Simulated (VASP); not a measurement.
# Si8O15 (a cell with a defect) in VASP: relaxation of the atoms with PBE+D3(BJ)

Aim: the relaxation of the atoms of Si8O15 (a cell with a defect) with PBE+D3(BJ).

Everything below comes from runs of VASP 6.6.1. Logs are shortened: lines on timing, memory, paths and dates and some standing lists are left out, and cuts for length are marked.

### 1 The cell of the first run

The cell holds a defect, 23 atoms: a = 5.878 Å, b = 5.878 Å, c = 5.320 Å, α = 90.00°, β = 90.00°, γ = 90.00°.

### 2 Relaxation of the atoms, PBE+D3(BJ)

File INCAR:

```
ALGO = Normal
EDIFF = 1E-6
EDIFFG = -0.03
ENCUT = 520
GGA = PE
IBRION = 2
ISIF = 2
ISMEAR = -1
IVDW = 12
LASPH = T
LCHARG = F
LREAL = Auto
LWAVE = F
NELM = 80
NSW = 80
PREC = Accurate
SIGMA = 0.05
```

File KPOINTS:

```
k-points
0
Gamma
  2 2 2
```

File POSCAR:

```
Si8O15
1.0
   -4.1564000000     -4.1564000000      0.0000000000
    4.1564000000     -4.1564000000      0.0000000000
    0.0000000000      0.0000000000      5.3204000000
Si O
8 15
Direct
    0.4991069000      0.5030319000      0.0002344000
    0.0027914000      0.4972916000      0.2377065000
    0.5036217000      0.4976660000      0.4991189000
    0.0013261000      0.4948540000      0.7514741000
    0.0036140000     -0.0002644000     -0.0033129000
    0.4973717000      0.0072946000      0.2541963000
    0.0039981000      0.0067334000      0.5066300000
    0.5030371000      0.0031720000      0.7460314000
    0.1935978000      0.4966592000     -0.0030792000
   -0.0014819000      0.1871301000      0.2522602000
    0.8213192000      0.4936890000     -0.0081056000
    0.0051388000      0.8049167000      0.2451999000
    0.1972807000      0.4995768000      0.5024410000
   -0.0027280000      0.1961709000      0.7472430000
    0.8069456000      0.4979663000      0.4942099000
    0.6914865000      0.0019979000     -0.0024030000
    0.4990484000      0.6936222000      0.2453607000
    0.3029584000     -0.0042378000      0.0027463000
    0.5003093000      0.3112912000      0.2467354000
    0.6876534000      0.0083544000      0.4927868000
    0.5055890000      0.6866737000      0.7493476000
    0.3069375000      0.0052927000      0.4919337000
    0.4876414000      0.3169974000      0.7467617000
```

Potentials or basis: VASP PAW PBE potentials, release 64 (Si, O).

Command:

```
$ cat potpaw_PBE.64/Si/POTCAR potpaw_PBE.64/O/POTCAR > POTCAR
$ mpirun -np 1 vasp_std > vasp.out
```

OUTCAR:

```text
EDIFF = 1E-6
   EDIFFG = -0.03
   ENCUT = 520
   GGA = PE
   IBRION = 2
   ISIF = 2
   ISMEAR = -1
   IVDW = 12
   LASPH = T
   LREAL = Auto
   NELM = 80
   NSW = 80
   PREC = Accurate
 IVDW          = 12

 ion  position               nearest neighbor table
   1  0.499  0.503  0.000-  21 1.72  17 1.72  19 1.73  23 1.74   9 1.80  11 1.90   3 2.65   3 2.67

   2  0.003  0.497  0.238-  11 1.69   9 1.70  15 1.79  12 1.81  13 1.81  10 1.82   4 2.59   4 2.73

   3  0.504  0.498  0.499-  23 1.69  19 1.73  21 1.73  17 1.77  15 1.78  13 1.80   1 2.65   1 2.67
[... 9 lines left out ...]
  10  0.999  0.187  0.252-   7 1.72   5 1.75   2 1.82
  11  0.821  0.494  0.992-   4 1.66   2 1.69   1 1.90
  12  0.005  0.805  0.245-   5 1.75   2 1.81   7 1.83
  13  0.197  0.500  0.502-   4 1.76   3 1.80   2 1.81
  14  0.997  0.196  0.747-   7 1.70   4 1.76   5 1.76
  15  0.807  0.498  0.494-   4 1.78   3 1.78   2 1.79
  16  0.691  0.002  0.998-   8 1.74   6 1.78   5 1.83
  17  0.499  0.694  0.245-   1 1.72   3 1.77   6 1.84
  18  0.303  0.996  0.003-   5 1.76   6 1.76   8 1.80
  19  0.500  0.311  0.247-   1 1.73   3 1.73   6 1.79
  20  0.688  0.008  0.493-   6 1.69   8 1.73   7 1.86
  21  0.506  0.687  0.749-   1 1.72   3 1.73   8 1.86
  22  0.307  0.005  0.492-   6 1.69   8 1.78   7 1.78
  23  0.488  0.317  0.747-   3 1.69   1 1.74   8 1.85

  LATTYP: Found a simple tetragonal cell.
 ALAT       =     5.8780372506
 C/A-ratio  =     0.9051320659

  Lattice vectors:

 A1 = (  -4.1564000000,  -4.1564000000,   0.0000000000)
 A2 = (   4.1564000000,  -4.1564000000,   0.0000000000)
 A3 = (   0.0000000000,   0.0000000000,   5.3204000000)

Analysis of symmetry for initial positions (statically):
=====================================================================
 Subroutine PRICEL returns:
 Original cell was already a primitive cell.

 Routine SETGRP: Setting up the symmetry group for a
 simple tetragonal supercell.

 Subroutine GETGRP returns: Found  1 space group operations
 (whereof  1 operations were pure point group operations)
 out of a pool of 16 trial point group operations.

The static configuration has the point symmetry C_1 .

Analysis of symmetry for dynamics (positions and initial velocities):
=====================================================================
 Subroutine PRICEL returns:
 Original cell was already a primitive cell.

 Routine SETGRP: Setting up the symmetry group for a
 simple tetragonal supercell.

 Subroutine GETGRP returns: Found  1 space group operations
 (whereof  1 operations were pure point group operations)
 out of a pool of 16 trial point group operations.

The dynamic configuration has the point symmetry C_1 .

 Subroutine INISYM returns: Found  1 space group operations
[... 114 lines left out ...]
   ISTART =      0    job   : 0-new  1-cont  2-samecut
   ICHARG =      2    charge: 1-file 2-atom 10-const
   ISPIN  =      1    spin polarized calculation?
   LNONCOLLINEAR =      F non collinear calculations
   LSORBIT =      F    spin-orbit coupling
   LASPH  =      T    aspherical Exc in radial PAW
   ENCUT  =  520.0 eV  38.22 Ry    6.18 a.u.  10.93 10.93  9.89*2*pi/ulx,y,z
   NELM   =     80;   NELMIN=  2; NELMDL= -5     # of ELM steps
   EDIFF  = 0.1E-05   stopping-criterion for ELM
   LREAL  =      T    real-space projection
   EDIFFG = -.3E-01   stopping-criterion for IOM
   NSW    =     80    number of steps for IOM
   IBRION =      2    ionic relax: 0-MD 1-quasi-New 2-CG
   NFREE  =      1    steps in history (QN), initial steepest desc. (CG)
   ISIF   =      2    stress and relaxation
   ISYM   =      2    0-nonsym 1-usesym 2-fastsym
   POTIM  = 0.5000    time-step for ionic-motion
   TEBEG  =    0.0;   TEEND  =   0.0 temperature during run
   PSTRESS=    0.0 pullay stress
   NELECT =     122.0000    total number of electrons
   NUPDOWN=      -1.0000    fix difference up-down
   EMIN   =  10.00;   EMAX   =-10.00  energy-range for DOS
   EFERMI =   0.00;   METHOD = LEGACY
   ISMEAR =    -1;   SIGMA  =   0.05  broadening in eV -4-tet -1-fermi 0-gaus
   EFERMI_NEDOS =   21; number of points for ismear=-14 and -15
   IALGO  =     38    algorithm
   IMIX   =      4    mixing-type and parameters
     AMIX     =   0.40;   BMIX     =  1.00
     AMIX_MAG =   1.60;   BMIX_MAG =  1.00
  volume/ion in A,a.u.               =       7.99        53.94
  Fermi-wavevector in a.u.,A,eV,Ry     =   1.427990  2.698510 27.744389  2.039155
  Thomas-Fermi vector in A             =   2.548100
   LORBIT       =      0    0 simple, 1 ext, 2 COOP (PROOUT), +10 PAW based schemes
   GGA     = PE    functional components
   LHFCALC =     F    Hartree Fock is set to
   AEXX    =    0.0000 exact exchange contribution
   IVDW    =    12    specifies the selected vdW correction
   LEPSILON=     F    determine dielectric tensor
   LRPA    =     F    only Hartree local field effects (RPA)
 conjugate gradient relaxation of ions
 non-spin polarized calculation
  energy-cutoff  :      520.00
  volume of cell :      183.83
 maximum number of plane-waves:      4976
 NGX is ok and might be reduce to    48
   NGX = 21   NGY = 21   NGZ = 19

--------------------------------------- Ionic step        1  -------------------------------------------

 number of electron     122.0000006 magnetization

 Free energy of the ion-electron system (eV)
  ---------------------------------------------------
  ext. energy  EPLUGINS =         0.00000000
  ---------------------------------------------------
  free energy    TOTEN  =      -172.64580129 eV

  energy without entropy =     -172.64580129  energy(sigma->0) =     -172.64580129

------------------------ aborting loop because EDIFF is reached ----------------------------------------

 Edisp (eV)   -5.55881

 E8    (eV) :    -1.9267
[... 168 lines left out ...]
  FREE ENERGIE OF THE ION-ELECTRON SYSTEM (eV)
  ---------------------------------------------------
  free  energy   TOTEN  =      -179.0185763383 eV

  energy  without entropy=     -179.0185763382  energy(sigma->0) =     -179.01857634

[... ionic steps 4 to 15 ...]

--------------------------------------- Ionic step       16  -------------------------------------------

 number of electron     121.9999984 magnetization

------------------------ aborting loop because EDIFF is reached ----------------------------------------
[... 117 lines left out ...]
--------------------------------------- Ionic step       18  -------------------------------------------

 number of electron     121.9999983 magnetization

 Free energy of the ion-electron system (eV)
  ---------------------------------------------------
  ext. energy  EPLUGINS =         0.00000000
  ---------------------------------------------------
  free energy    TOTEN  =      -173.66864392 eV

  energy without entropy =     -173.66864392  energy(sigma->0) =     -173.66864392

 E-fermi :  10.5070     XC(G=0): -12.1661

 val. band max:        9.3826276848   @ k =   0.5000   0.5000   0.5000
 cond. band min:      12.6415827758   @ k =   0.0000   0.0000   0.5000
 fundamental gap:      3.2589550909
 Fermi energy:        10.5069864379

 k-point     1 :       0.0000    0.0000    0.0000
  band No.  band energies     occupation
      1     -14.4582      2.00000
      2     -12.8432      2.00000
      3     -12.4011      2.00000
      4     -11.9184      2.00000
      5     -11.8070      2.00000
      6     -11.5673      2.00000
[... 651 lines left out ...]
  FREE ENERGIE OF THE ION-ELECTRON SYSTEM (eV)
  ---------------------------------------------------
  free  energy   TOTEN  =      -179.2279512472 eV

  energy  without entropy=     -179.2279512471  energy(sigma->0) =     -179.22795125

 reached required accuracy - stopping structural energy minimisation
```

CONTCAR:

```text
Si8O15
   1.00000000000000
    -4.1563999999999997   -4.1563999999999997    0.0000000000000000
     4.1563999999999997   -4.1563999999999997    0.0000000000000000
     0.0000000000000000    0.0000000000000000    5.3204000000000002
  Si              O
     8    15
Direct
     0.5006601797890274    0.5006711330002813    0.9968530007530203
     0.0006104467953778    0.4988343050242897    0.2476375711956404
     0.5006654074149405    0.5007649618258313    0.4984056319542621
     0.0007232245687323    0.5067160232802631    0.7476759318024794
     0.0007769538776681    0.9940319035393255    0.9880706381882729
     0.5007804137566514    0.9976532372952706    0.2475419470214809
[... 15 lines left out ...]
     0.3056642883571474    0.9972613461096740    0.4996112298819288
     0.5003921437420595    0.3049037918884442    0.7475806207682126

  0.00000000E+00  0.00000000E+00  0.00000000E+00
  0.00000000E+00  0.00000000E+00  0.00000000E+00
  0.00000000E+00  0.00000000E+00  0.00000000E+00
  0.00000000E+00  0.00000000E+00  0.00000000E+00
  0.00000000E+00  0.00000000E+00  0.00000000E+00
  0.00000000E+00  0.00000000E+00  0.00000000E+00
[... 15 lines left out ...]
  0.00000000E+00  0.00000000E+00  0.00000000E+00
  0.00000000E+00  0.00000000E+00  0.00000000E+00
```

It took 33 min on 1 thread of Oxide Virtual Turin-like, shared host; peak memory 0.32 GiB.

Results:

- Free energy: -179.2280 eV
- Energy gained by relaxing: 44.5 meV/atom
- Ionic steps: 18
- Pressure after relaxing: 6.5 GPa
- Largest force after relaxing: 0.024 eV/Å
- Band gap on the k mesh: 3.26 eV
- Dispersion energy per atom: -0.242 eV

Forces in eV/Å, atoms in the order of the input:
```
Si   0.009 -0.009  0.006
Si  -0.009 -0.005  0.003
Si   0.005 -0.006 -0.001
Si   0.014 -0.018 -0.008
Si   0.001  0.004  0.002
Si  -0.001  0.006  0.019
Si  -0.002  0.002 -0.010
Si   0.002  0.005 -0.012
O   -0.002  0.003  0.007
O    0.008 -0.003 -0.002
O    0.002  0.001 -0.005
O   -0.009  0.007  0.001
O   -0.005  0.004  0.007
O    0.000  0.012  0.006
O    0.007  0.007 -0.004
O   -0.005 -0.002  0.001
O   -0.002  0.003 -0.006
O   -0.002 -0.002 -0.004
O   -0.004 -0.003 -0.007
O    0.003  0.002 -0.005
O    0.001  0.002  0.000
O   -0.002 -0.010  0.010
O   -0.008 -0.003  0.002
```

Step by step:
| step | energy change (eV) | largest force (eV/Å) | pressure (GPa) |
| --- | --- | --- | --- |
| 1 | 0.0000 | 3.5678 | 12.06 |
| 2 | 0.5738 | 6.0939 | 7.54 |
| 3 | -0.8140 | 1.4459 | 7.92 |
| 4 | -0.9264 | 1.0564 | 6.16 |
| 5 | -0.9549 | 0.5650 | 6.58 |
| 6 | -1.0040 | 0.2762 | 6.55 |
| 7 | -1.0042 | 0.2776 | 6.56 |
| 8 | -1.0152 | 0.2618 | 6.60 |
| 9 | -1.0159 | 0.1734 | 6.59 |
| 10 | -1.0191 | 0.1297 | 6.50 |
| 11 | -1.0191 | 0.1276 | 6.50 |
| 12 | -1.0212 | 0.0728 | 6.46 |
| 13 | -1.0214 | 0.0854 | 6.44 |
| 14 | -1.0228 | 0.0510 | 6.48 |
| 15 | -1.0228 | 0.0551 | 6.49 |
| 16 | -1.0232 | 0.0382 | 6.48 |
| 17 | -1.0232 | 0.0339 | 6.48 |
| 18 | -1.0233 | 0.0244 | 6.46 |

Final structure:
```yaml
crystal:
  lattice:
    - [-4.15640, -4.15640, 0.00000]
    - [4.15640, -4.15640, 0.00000]
    - [0.00000, 0.00000, 5.32040]
  atoms:
    - { symbol: Si, position: [0.50066, 0.50067, 0.99685] }
    - { symbol: Si, position: [0.00061, 0.49883, 0.24764] }
    - { symbol: Si, position: [0.50067, 0.50077, 0.49841] }
    - { symbol: Si, position: [0.00072, 0.50672, 0.74768] }
    - { symbol: Si, position: [0.00078, 0.99403, 0.98807] }
    - { symbol: Si, position: [0.50078, 0.99765, 0.24754] }
    - { symbol: Si, position: [0.00075, 0.99398, 0.50727] }
    - { symbol: Si, position: [0.50071, 0.99923, 0.74763] }
    - { symbol: O, position: [0.19574, 0.50678, 0.99585] }
    - { symbol: O, position: [0.00092, 0.19405, 0.24766] }
    - { symbol: O, position: [0.80561, 0.50630, 0.99590] }
    - { symbol: O, position: [0.00046, 0.80330, 0.24757] }
    - { symbol: O, position: [0.19574, 0.50687, 0.49933] }
    - { symbol: O, position: [0.00108, 0.20139, 0.74760] }
    - { symbol: O, position: [0.80568, 0.50639, 0.49949] }
    - { symbol: O, position: [0.69577, 0.99782, 0.99550] }
    - { symbol: O, position: [0.50094, 0.69452, 0.24763] }
    - { symbol: O, position: [0.30569, 0.99740, 0.99558] }
    - { symbol: O, position: [0.50049, 0.30457, 0.24770] }
    - { symbol: O, position: [0.69581, 0.99768, 0.49978] }
    - { symbol: O, position: [0.50090, 0.69475, 0.74766] }
    - { symbol: O, position: [0.30566, 0.99726, 0.49961] }
    - { symbol: O, position: [0.50039, 0.30490, 0.74758] }
```

Caveat: the k points lie up to 0.59 Å⁻¹ apart.
